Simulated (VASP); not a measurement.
Input of a VASP 6.6.1 run:

Contents of INCAR:

```
  PREC = Accurate
  ENCUT = 600
  EDIFF = 1E-6
  ISMEAR = 0
  SIGMA = 0.1
  LREAL = False
  LASPH = True
  NELM = 100
  ALGO = Normal
  ISIF = 3
  LWAVE = False
  LCHARG = False
  GGA = PE
  IBRION = 2
  NSW = 100
  EDIFFG = -0.01
```

Contents of KPOINTS:

```
Automatic mesh
0
Gamma
  18 18 18
```

Contents of POSCAR:

```
HfTa
1.0
    0.0000000000      2.8215453996      2.8215453996
    2.8215453996      0.0000000000      2.8215453996
    2.8215453996      2.8215453996      0.0000000000
Hf Ta
1 1
Direct
    0.0000000000      0.0000000000      0.0000000000
    0.5000000000      0.5000000000      0.5000000000
```

Potentials or basis: VASP PAW PBE potentials, release 64 (Hf_pv, Ta_pv).

Command:

```sh
$ cat potpaw_PBE.64/Hf_pv/POTCAR potpaw_PBE.64/Ta_pv/POTCAR > POTCAR
$ mpirun -np 1 vasp_std > vasp.out
```

(1) Predict the relaxed volume.

(2) Estimate the relaxed cell.

(3) Estimate the space group after relaxing (to 0.05 Å).

## Answers

(1) 22.50 Å³/atom.

(2) a = 3.992 Å, b = 3.992 Å, c = 3.992 Å, α = 60.00°, β = 60.00°, γ = 60.00°.

(3) Fm-3m (No. 225).
